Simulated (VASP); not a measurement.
# Si (C2/m) in VASP: a series of runs

The runs below take Si through single point, with PBE, r2SCAN.

Everything below comes from runs of VASP 6.6.1. Logs are shortened: lines on timing, memory, paths and dates and some standing lists are left out, and cuts for length are marked.

### Step 1. The cell of the first run

The structure is monoclinic, space group C2/m (No. 12). The conventional cell has a = 14.180 Å, b = 3.947 Å, c = 6.485 Å, α = 90.00°, β = 96.83°, γ = 90.00°. Within 3.2 Å of Si (site symmetry m) lie 4 Si at 2.40 to 2.44 Å. Within 3.2 Å of Si (site symmetry m) lie 4 Si at 2.44 to 2.47 Å. Within 3.1 Å of Si (site symmetry m) lie 4 Si at 2.37 to 2.40 Å. Within 3.1 Å of Si (site symmetry m) lie 4 Si at 2.37 to 2.47 Å.

### Step 2. Single point, PBE (22.53 Å³/atom)

INCAR

```
SYSTEM = Si
  ALGO = Normal
  EDIFF = 1E-6
  ENCUT = 520
  GGA = PE
  ISIF = 2
  ISMEAR = 0
  LASPH = .TRUE.
  LCHARG = .FALSE.
  LREAL = .FALSE.
  LWAVE = .FALSE.
  NBANDS = 26
  NELM = 60
  PREC = Accurate
  SIGMA = 0.01
```

KPOINTS

```
k-points
0
G
  6 6 4
  0 0 0
```

POSCAR

```
Si
1.0
    7.0901166161     -1.9736659550     -0.0027054448
    7.0901166161      1.9736659550     -0.0027054448
   -0.7683216759      0.0000000000      6.4396870178
Si
8
Direct
    0.0556682454      0.0556682454      0.8739423691
    0.9443317546      0.9443317546      0.1260576309
    0.5592120450      0.5592120450      0.6536874484
    0.4407879550      0.4407879550      0.3463125516
    0.2129120558      0.2129120558      0.0569426968
    0.7870879442      0.7870879442      0.9430573032
    0.7270756498      0.7270756498      0.5855615805
    0.2729243502      0.2729243502      0.4144384195
```

Potentials or basis: VASP PAW PBE potentials, release 64 (Si).

The run is started by

```sh
cat potpaw_PBE.64/Si/POTCAR > POTCAR
mpirun -np 1 vasp_std > vasp.out
```

OUTCAR:

```text
SYSTEM = Si
   EDIFF = 1E-6
   ENCUT = 520
   GGA = PE
   ISIF = 2
   ISMEAR = 0
   LASPH = .TRUE.
   LREAL = .FALSE.
   NELM = 60
   PREC = Accurate

 ion  position               nearest neighbor table
   1  0.056  0.056  0.874-   5 2.40   2 2.40   3 2.44   3 2.44
   2  0.944  0.944  0.126-   6 2.40   1 2.40   4 2.44   4 2.44
   3  0.559  0.559  0.654-   1 2.44   1 2.44   4 2.45   7 2.47
   4  0.441  0.441  0.346-   2 2.44   2 2.44   3 2.45   8 2.47
   5  0.213  0.213  0.057-   8 2.37   6 2.39   6 2.39   1 2.40
   6  0.787  0.787  0.943-   7 2.37   5 2.39   5 2.39   2 2.40
   7  0.727  0.727  0.586-   6 2.37   8 2.39   8 2.39   3 2.47
   8  0.273  0.273  0.414-   5 2.37   7 2.39   7 2.39   4 2.47

  LATTYP: Found a base centered monoclinic cell.
 ALAT       =    14.1802342645
 B/A-ratio  =     0.2783685965
 C/A-ratio  =     0.4573520663
 COS(beta)  =    -0.1188490601

  Lattice vectors:

 A1 = (   7.0901166161,  -1.9736659550,  -0.0027054448)
 A2 = (   7.0901166161,   1.9736659550,  -0.0027054448)
 A3 = (  -0.7683216759,   0.0000000000,   6.4396870178)

Analysis of symmetry for initial positions (statically):
=====================================================================
 Subroutine PRICEL returns:
 Original cell was already a primitive cell.

 Routine SETGRP: Setting up the symmetry group for a
 base centered monoclinic supercell.

 Subroutine GETGRP returns: Found  4 space group operations
 (whereof  4 operations were pure point group operations)
 out of a pool of  4 trial point group operations.

The static configuration has the point symmetry C_2h.

Analysis of symmetry for dynamics (positions and initial velocities):
=====================================================================
 Subroutine PRICEL returns:
 Original cell was already a primitive cell.

 Routine SETGRP: Setting up the symmetry group for a
 base centered monoclinic supercell.

 Subroutine GETGRP returns: Found  4 space group operations
 (whereof  4 operations were pure point group operations)
 out of a pool of  4 trial point group operations.

The dynamic configuration has the point symmetry C_2h.

 Subroutine INISYM returns: Found  4 space group operations
 (whereof  4 operations are pure point group operations),
 and found     1 'primitive' translations

----------------------------------------------------------------------------------------

                                     Primitive cell

  volume of cell :     180.2196

  direct lattice vectors                    reciprocal lattice vectors
     7.090116616 -1.973665955 -0.002705445     0.070523913 -0.253335677  0.008414237
     7.090116616  1.973665955 -0.002705445     0.070523913  0.253335677  0.008414237
    -0.768321676  0.000000000  6.439687018     0.000059257  0.000000000  0.155294120

  length of vectors
     7.359695527  7.359695527  6.485359441     0.263103376  0.263103376  0.155294131

  position of ions in fractional coordinates (direct lattice)
     0.055668245  0.055668245  0.873942369
     0.944331755  0.944331755  0.126057631
     0.559212045  0.559212045  0.653687448
     0.440787955  0.440787955  0.346312552
     0.212912056  0.212912056  0.056942697
     0.787087944  0.787087944  0.943057303
     0.727075650  0.727075650  0.585561580
     0.272924350  0.272924350  0.414438420

  ion indices of the primitive-cell ions
   primitive index   ion index
                 1           1
                 2           2
                 3           3
                 4           4
                 5           5
                 6           6
                 7           7
                 8           8

----------------------------------------------------------------------------------------

 KPOINTS: k-points

Automatic generation of k-mesh.
 Grid dimensions read from file:
 generate k-points for:    6    6    4

 Generating k-lattice:

  Cartesian coordinates                     Fractional coordinates (reciprocal lattice)
     0.011753985 -0.042222613  0.001402373     0.166666667 -0.000000000  0.000000000
[... 50 lines left out ...]
  ---------------------------------------------------
  ext. energy  EPLUGINS =         0.00000000
  ---------------------------------------------------
  free energy    TOTEN  =       -42.68093531 eV

  energy without entropy =      -42.68093531  energy(sigma->0) =      -42.68093531

 E-fermi :   4.9685     XC(G=0):  -8.8664

 val. band max:        4.9007117537   @ k =   0.0000   0.0000   0.0000
 cond. band min:       5.2306141127   @ k =   0.5000   0.5000   0.5000
 fundamental gap:      0.3299023590
 Fermi energy:         4.9684969916

 k-point     1 :       0.0000    0.0000    0.0000
  band No.  band energies     occupation
      1      -6.7861      2.00000
      2      -4.7092      2.00000
      3      -4.4636      2.00000
      4      -3.9678      2.00000
      5      -2.1949      2.00000
      6      -1.6960      2.00000
[... 18 lines left out ...]
     25       8.4071      0.00000
     26       8.4383      0.00000

 k-point     2 :       0.1667   -0.0000    0.0000
  band No.  band energies     occupation
      1      -6.5442      2.00000
      2      -4.6704      2.00000
      3      -4.0762      2.00000
      4      -3.7604      2.00000
      5      -2.4425      2.00000
      6      -1.6698      2.00000
[... 18 lines left out ...]
     25       8.5879      0.00000
     26       8.8720      0.00000

 k-point     3 :       0.3333   -0.0000    0.0000
  band No.  band energies     occupation
      1      -5.8369      2.00000
      2      -4.2937      2.00000
      3      -3.6754      2.00000
      4      -3.1476      2.00000
      5      -3.0372      2.00000
      6      -1.8437      2.00000
[... 572 lines left out ...]
 k-point    23 :      -0.3333    0.1667    0.2500
  band No.  band energies     occupation
      1      -4.8030      2.00000
      2      -4.3688      2.00000
      3      -4.1584      2.00000
      4      -2.9396      2.00000
      5      -2.7675      2.00000
      6      -1.6374      2.00000
[... 18 lines left out ...]
     25       8.8640      0.00000
     26       9.2481      0.00000

 k-point    24 :      -0.1667    0.1667    0.2500
  band No.  band energies     occupation
      1      -5.7351      2.00000
      2      -4.4660      2.00000
      3      -3.7447      2.00000
      4      -3.1492      2.00000
      5      -2.7745      2.00000
      6      -2.0511      2.00000
[... 18 lines left out ...]
     25       9.1963      0.00000
     26       9.4964      0.00000

 [... further k-points ...]

------------------------ aborting loop because EDIFF is reached ----------------------------------------

  FORCE on cell =-STRESS in cart. coord.  units (eV):
  Direction    XX          YY          ZZ          XY          YZ          ZX
  --------------------------------------------------------------------------------------
  -------------------------------------------------------------------------------------
  Total       -4.6970732     -4.9379023     -5.1948509      0.0000000      0.0000000     -0.2214232
  in kB      -41.7576354    -43.8986396    -46.1829486      0.0000000      0.0000000     -1.9684832
  external PRESSURE =     -43.9464079 kB  Pullay stress =       0.0000000 kB

 VOLUME and BASIS-vectors are now :
 -----------------------------------------------------------------------------
  energy-cutoff  :      520.00
  volume of cell :      180.22
      direct lattice vectors                 reciprocal lattice vectors
     7.090116616 -1.973665955 -0.002705445     0.070523913 -0.253335677  0.008414237
     7.090116616  1.973665955 -0.002705445     0.070523913  0.253335677  0.008414237
    -0.768321676  0.000000000  6.439687018     0.000059257  0.000000000  0.155294120

 POSITION                                       TOTAL-FORCE (eV/Angst)
 -----------------------------------------------------------------------------------
      0.11792      0.00000      5.62761         0.126382      0.000000      0.041039
     13.29399      0.00000      0.80666        -0.126382      0.000000     -0.041039
      7.42751      0.00000      4.20652         0.067394      0.000000      0.083749
      5.98440      0.00000      2.22776        -0.067394      0.000000     -0.083749
      2.97539      0.00000      0.36554         0.147297      0.000000     -0.045053
     10.43652      0.00000      6.06874        -0.147297      0.000000      0.045053
      9.86020      0.00000      3.76690         0.039692      0.000000      0.097820
      3.55171      0.00000      2.66738        -0.039692      0.000000     -0.097820
 -----------------------------------------------------------------------------------
    total drift:                               -0.000000     -0.000000     -0.000000

  FREE ENERGIE OF THE ION-ELECTRON SYSTEM (eV)
  ---------------------------------------------------
  free  energy   TOTEN  =       -42.6809353061 eV

  energy  without entropy=      -42.6809353061  energy(sigma->0) =      -42.68093531
```

Run time: 4.2 min. Hardware: 1 thread of Intel Xeon Platinum 8488C (Sapphire Rapids), shared host; peak memory 0.44 GiB.

What came out:

```
Free energy            : -42.6809 eV
Pressure               : -4.4 GPa
Largest force          : 0.154 eV/Å
Band gap on the k mesh : 0.33 eV (least direct gap 0.59 eV)
```

Forces on the atoms (eV/Å):
```
Si   0.126  0.000  0.041
Si  -0.126  0.000 -0.041
Si   0.067  0.000  0.084
Si  -0.067  0.000 -0.084
Si   0.147  0.000 -0.045
Si  -0.147  0.000  0.045
Si   0.040  0.000  0.098
Si  -0.040  0.000 -0.098
```

Levels at points of the mesh, in eV from the valence-band top:
| k point | band 14 | band 15 | band 16 | band 17 | band 18 | band 19 |
| --- | --- | --- | --- | --- | --- | --- |
| (0.00, 0.00, 0.00) | -0.72 | -0.39 | 0.00 | 0.59 | 1.43 | 1.50 |
| (0.50, 0.00, 0.00) | -2.61 | -2.09 | -1.81 | 0.90 | 1.48 | 1.92 |
| (0.50, 0.50, 0.00) | -1.08 | -0.76 | -0.39 | 0.47 | 1.18 | 1.96 |
| (0.00, 0.00, 0.50) | -1.24 | -1.01 | -0.92 | 0.92 | 1.20 | 1.83 |
| (0.50, 0.00, 0.50) | -1.84 | -1.65 | -1.37 | 0.97 | 1.21 | 1.56 |
| (0.50, 0.50, 0.50) | -1.44 | -1.12 | -0.77 | 0.33 | 1.03 | 1.36 |

Caveat: the cell stands under tension.

### Step 3. Single point, r2SCAN (21.58 Å³/atom)

This run uses another cell than the first one, of 21.58 Å³/atom.

POSCAR

```
Si
1.0
    6.9881886506     -1.9443900522     -0.0000055307
    6.9881886506      1.9443900522     -0.0000055307
   -0.7548569234      0.0000000000      6.3534161762
Si
8
Direct
    0.0556195779      0.0556195779      0.8740774310
    0.9443804221      0.9443804221      0.1259225690
    0.5590046377      0.5590046377      0.6535391384
    0.4409953623      0.4409953623      0.3464608616
    0.2128300148      0.2128300148      0.0573104651
    0.7871699852      0.7871699852      0.9426895349
    0.7270863830      0.7270863830      0.5854694065
    0.2729136170      0.2729136170      0.4145305935
```

INCAR.step1

```
PREC = Accurate
ENCUT = 520
ISMEAR = 0
SIGMA = 0.01
LREAL = False
LASPH = True
NELM = 60
NBANDS = 26
GGA = PE
ALGO = Normal
EDIFF = 1E-4
LWAVE = True
LCHARG = False
```

INCAR.step2

```
PREC = Accurate
ENCUT = 520
EDIFF = 1E-6
ISMEAR = 0
SIGMA = 0.01
LREAL = False
LASPH = True
NELM = 60
ALGO = Normal
ISIF = 2
LWAVE = False
LCHARG = False
METAGGA = R2SCAN
LMIXTAU = True
NBANDS = 26
ISTART = 1
```

KPOINTS

```
regular mesh
0
Gamma
  6 6 4
```

Potentials or basis: VASP PAW PBE potentials, release 64 (Si).

The run is started by

```sh
cat potpaw_PBE.64/Si/POTCAR > POTCAR
cp INCAR.step1 INCAR
mpirun -np 1 vasp_std > vasp.out
cp INCAR.step2 INCAR
mpirun -np 1 vasp_std > vasp.out
```

Wall time 18 min (1 thread of Oxide Virtual Turin-like, shared host); peak memory 0.41 GiB.

It converged, with:

| Quantity | Value |
| --- | --- |
| Free energy | -69.4747 eV |
| Pressure | -2.8 GPa |
| Largest force | 0.093 eV/Å |
| Band gap on the k mesh | 0.45 eV (least direct gap 0.76 eV) |

Forces in eV/Å, atoms in the order of the input:
```
Si   0.073  0.000  0.028
Si  -0.073  0.000 -0.028
Si   0.036  0.000  0.047
Si  -0.036  0.000 -0.047
Si   0.089  0.000 -0.028
Si  -0.089  0.000  0.028
Si   0.029  0.000  0.056
Si  -0.029  0.000 -0.056
```

Stress tensor (GPa, compression positive):
```
-2.62  0.00 -0.12
 0.00 -2.75  0.00
-0.12  0.00 -2.91
```

Levels at points of the mesh, in eV from the valence-band top:
```
           k point  band 12  band 13  band 14  band 15  band 16  band 17  band 18  band 19  band 20  band 21
(0.00, 0.00, 0.00)    -1.22    -0.93    -0.78    -0.40     0.00     0.76     1.75     1.83     2.11     2.38
(0.50, 0.00, 0.00)    -3.27    -2.98    -2.87    -2.26    -1.97     1.05     1.74     2.08     2.82     3.27
(0.50, 0.50, 0.00)    -1.68    -1.50    -1.17    -0.83    -0.42     0.61     1.41     2.36     2.53     2.54
(0.00, 0.00, 0.50)    -2.25    -1.50    -1.36    -1.10    -0.98     1.11     1.48     2.04     2.76     2.77
(0.50, 0.00, 0.50)    -3.23    -2.28    -2.03    -1.81    -1.50     1.24     1.57     1.77     1.98     2.66
(0.50, 0.50, 0.50)    -2.40    -2.12    -1.56    -1.21    -0.83     0.45     1.43     1.58     2.55     3.19
```

Caveat: the PAW data sets were made with another functional, which shifts forces and pressure a little. A k mesh can miss the band edges.

### Step 4. Single point, r2SCAN (22.21 Å³/atom)

This run uses another cell than the first one, of 22.21 Å³/atom.

POSCAR: that of step 3 with these lines changed.

```diff
@@ -2,5 +2,5 @@
 1.0
-    6.9881886506     -1.9443900522     -0.0000055307
-    6.9881886506      1.9443900522     -0.0000055307
-   -0.7548569234      0.0000000000      6.3534161762
+    7.0553868945     -1.9630872573     -0.0000055839
+    7.0553868945      1.9630872573     -0.0000055839
+   -0.7621156083      0.0000000000      6.4145104642
 Si
```

INCAR.step1

```
SYSTEM = Si
  ALGO = Normal
  EDIFF = 1E-4
  ENCUT = 520
  GGA = PE
  ISMEAR = 0
  LASPH = .True.
  LCHARG = .False.
  LREAL = .False.
  LWAVE = .True.
  NBANDS = 26
  NELM = 60
  PREC = Accurate
  SIGMA = 0.01
```

INCAR.step2

```
SYSTEM = Si
  ALGO = Normal
  EDIFF = 1E-7
  ENCUT = 520
  ISIF = 2
  ISMEAR = 0
  ISTART = 1
  LASPH = .True.
  LCHARG = .True.
  LELF = .True.
  LMIXTAU = .True.
  LREAL = .False.
  LVHAR = .True.
  LWAVE = .False.
  METAGGA = R2SCAN
  NBANDS = 26
  NELM = 60
  PREC = Accurate
  SIGMA = 0.01
```

KPOINTS

```
k-points
0
Gamma
  6 6 4
  0 0 0
```

The run is started by

```sh
cat potpaw_PBE.64/Si/POTCAR > POTCAR
cp INCAR.step1 INCAR
mpirun -np 1 vasp_std > vasp.out
cp INCAR.step2 INCAR
mpirun -np 1 vasp_std > vasp.out
```

Run time: 25 min. Hardware: 1 thread of Oxide Virtual Turin-like, shared host; peak memory 0.42 GiB.

The run converged. Its results:

| Property | Result |
| --- | --- |
| Free energy | -69.3531 eV |
| Pressure | -4.9 GPa |
| Largest force | 0.168 eV/Å |
| Band gap on the k mesh | 0.47 eV (least direct gap 0.79 eV) |

Forces in eV/Å, atoms in the order of the input:
```
Si   0.134  0.000  0.047
Si  -0.134  0.000 -0.047
Si   0.069  0.000  0.088
Si  -0.069  0.000 -0.088
Si   0.160  0.000 -0.052
Si  -0.160  0.000  0.052
Si   0.048  0.000  0.103
Si  -0.048  0.000 -0.103
```

Stress tensor (GPa, compression positive):
```
-4.68  0.00 -0.22
 0.00 -4.91  0.00
-0.22  0.00 -5.20
```

Levels at points of the mesh, in eV from the valence-band top:
| k point | band 12 | band 13 | band 14 | band 15 | band 16 | band 17 | band 18 | band 19 | band 20 | band 21 |
| --- | --- | --- | --- | --- | --- | --- | --- | --- | --- | --- |
| (0.00, 0.00, 0.00) | -1.20 | -0.92 | -0.76 | -0.40 | 0.00 | 0.79 | 1.75 | 1.78 | 1.99 | 2.37 |
| (0.50, 0.00, 0.00) | -3.18 | -2.89 | -2.79 | -2.20 | -1.93 | 1.08 | 1.72 | 2.10 | 2.82 | 3.25 |
| (0.50, 0.50, 0.00) | -1.65 | -1.47 | -1.14 | -0.81 | -0.42 | 0.66 | 1.40 | 2.30 | 2.47 | 2.49 |
| (0.00, 0.00, 0.50) | -2.20 | -1.47 | -1.33 | -1.07 | -0.96 | 1.13 | 1.45 | 2.06 | 2.67 | 2.75 |
| (0.50, 0.00, 0.50) | -3.15 | -2.22 | -1.98 | -1.77 | -1.47 | 1.23 | 1.51 | 1.77 | 1.99 | 2.66 |
| (0.50, 0.50, 0.50) | -2.34 | -2.06 | -1.53 | -1.19 | -0.82 | 0.47 | 1.35 | 1.59 | 2.57 | 3.18 |

Caveat: the cell stands under tension; the PAW data sets were made with another functional, which shifts forces and pressure a little.

### Step 5. Single point, PBE

This run uses another cell than the first one, of 20.95 Å³/atom.

INCAR

```
ALGO     = Normal         # electronic algorithm
EDIFF    = 1E-7           # SCF threshold, eV
ENCUT    = 520            # plane-wave cutoff, eV
GGA      = PE             # functional
ISIF     = 2              # what is computed and relaxed
ISMEAR   = 0              # smearing method
LASPH    = T              # aspherical terms in the spheres
LCHARG   = T              # write CHGCAR
LELF     = T              # ELF
LREAL    = F              # projectors in reciprocal space
LVHAR    = T            
LWAVE    = F              # write WAVECAR
NBANDS   = 26             # bands
NELM     = 100            # most SCF steps
PREC     = Accurate       # precision mode
SIGMA    = 0.01           # smearing width, eV
```

KPOINTS

```
k-points
0
Gamma
  8 8 4
```

POSCAR: that of step 4 with these lines changed.

```diff
@@ -2,5 +2,5 @@
 1.0
-    7.0553868945     -1.9630872573     -0.0000055839
-    7.0553868945      1.9630872573     -0.0000055839
-   -0.7621156083      0.0000000000      6.4145104642
+    6.9196725849     -1.9253261769     -0.0000054765
+    6.9196725849      1.9253261769     -0.0000054765
+   -0.7474558887      0.0000000000      6.2911237708
 Si
```

The run is started by

```sh
cat potpaw_PBE.64/Si/POTCAR > POTCAR
mpirun -np 1 vasp_std > vasp.out
```

Wall time 20 min (1 thread of Oxide Virtual Turin-like, shared host); peak memory 0.46 GiB.

It converged, with:

```yaml
Free_energy: -42.8350 eV
Pressure: 1.1 GPa
Largest_force: 0.030 eV/Å
Band_gap_on_the_k_mesh: 0.27 eV (least direct gap 0.52 eV)
```

Forces in eV/Å, atoms in the order of the input:
```
Si  -0.015  0.000 -0.020
Si   0.015  0.000  0.020
Si   0.019  0.000  0.002
Si  -0.019  0.000 -0.002
Si  -0.017  0.000 -0.009
Si   0.017  0.000  0.009
Si  -0.030  0.000 -0.001
Si   0.030  0.000  0.001
```

Stress tensor (GPa, compression positive):
```
 1.08  0.00 -0.01
 0.00  1.09  0.00
-0.01  0.00  1.18
```

Levels at points of the mesh, in eV from the valence-band top:
```tsv
k point	band 12	band 13	band 14	band 15	band 16	band 17	band 18	band 19	band 20	band 21
(0.00, 0.00, 0.00)	-1.17	-0.89	-0.75	-0.37	0.00	0.52	1.50	1.66	1.89	2.21
(0.50, 0.00, 0.00)	-3.22	-2.92	-2.80	-2.22	-1.91	0.82	1.52	1.86	2.60	3.01
(0.50, 0.50, 0.00)	-1.62	-1.44	-1.14	-0.79	-0.41	0.36	1.19	2.13	2.30	2.31
(0.00, 0.00, 0.50)	-2.18	-1.45	-1.31	-1.06	-0.96	0.90	1.25	1.79	2.53	2.55
(0.50, 0.00, 0.50)	-3.17	-2.20	-1.96	-1.75	-1.45	0.98	1.36	1.54	1.72	2.41
(0.50, 0.50, 0.50)	-2.33	-2.09	-1.52	-1.17	-0.79	0.27	1.24	1.33	2.28	2.97
```

### Step 6. Overview

| level | cell | k mesh | gap on the mesh (eV) | pressure (GPa) | largest force (eV/Å) |
| --- | --- | --- | --- | --- | --- |
| PBE | a = 7.360, b = 7.360, c = 6.485 Å, angles 96.6, 96.6, 31.1°, 8 atoms, atomic positions A | 6 × 6 × 4 | 0.33 | -4.4 | 0.15 |
| r2SCAN | a = 7.254, b = 7.254, c = 6.398 Å, angles 96.5, 96.5, 31.1°, 8 atoms, atomic positions B | 6 × 6 × 4 | 0.45 | -2.8 | 0.09 |
| r2SCAN | a = 7.323, b = 7.323, c = 6.460 Å, angles 96.5, 96.5, 31.1°, 8 atoms, atomic positions B | 6 × 6 × 4 | 0.47 | -4.9 | 0.17 |
| PBE | a = 7.183, b = 7.183, c = 6.335 Å, angles 96.5, 96.5, 31.1°, 8 atoms, atomic positions B | 8 × 8 × 4 | 0.27 | 1.1 | 0.03 |

Alike in all rows: task single point; potentials or basis VASP PAW PBE potentials, release 64 (Si); no spin polarisation; cutoff (eV) 520; smearing gaussian 0.01 eV.

Caveats: the cell stands under tension (at least some runs); the PAW data sets were made with another functional, which shifts forces and pressure a little (at least some runs).

Absolute energies hang on the potentials; compare differences alone.
